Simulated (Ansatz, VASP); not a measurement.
# Two plane-wave programs on Si5N

```
Si N
1.0
     5.76693    0.00389   -0.00139
     0.38993    5.91825    0.00140
     0.85790    2.11913    5.82773
Si N
10 2
Direct
  0.89608 0.92793 0.99909
  0.39398 0.91379 0.01639
  0.94528 0.30375 0.37330
  0.35312 0.24589 0.39941
  0.45992 0.31220 0.00886
  0.87963 0.33279 0.98733
  0.68501 0.98955 0.56120
  0.20028 0.59391 0.78561
  0.79416 0.69030 0.38792
  0.38933 0.63591 0.40505
  0.66698 0.87393 0.86184
  0.16956 0.84672 0.88066
```

Change from the starting cell: the structure that the rattled cell fell into.

Alike in both runs: functional PBE; k mesh 6 × 6 × 6; occupations gaussian, width 0.02 eV; no spin polarisation.

Ansatz relaxed the structure, and its values are those at the end. VASP's run is a single point on that final structure, the one shown.

```csv
,VASP,Ansatz
version,VASP 6.6.1,Ansatz 0.2.0
potentials or method,"VASP PAW PBE potentials, release 64 (Si, N), cutoff 520 eV","scalar-relativistic, plane waves, PAW"
valence electrons in the cell,50,50
```

```tsv
	VASP	Ansatz	Ansatz less VASP
gap on the k mesh at the Fermi level (eV)	0.59	0.59	+0.002
least direct gap on the mesh (eV)	0.94	0.94	+0.001
pressure (GPa)	-0.1	0.0	+0.10
rms of the force components (eV/Å)	0.005	0.003	-0.0016
```
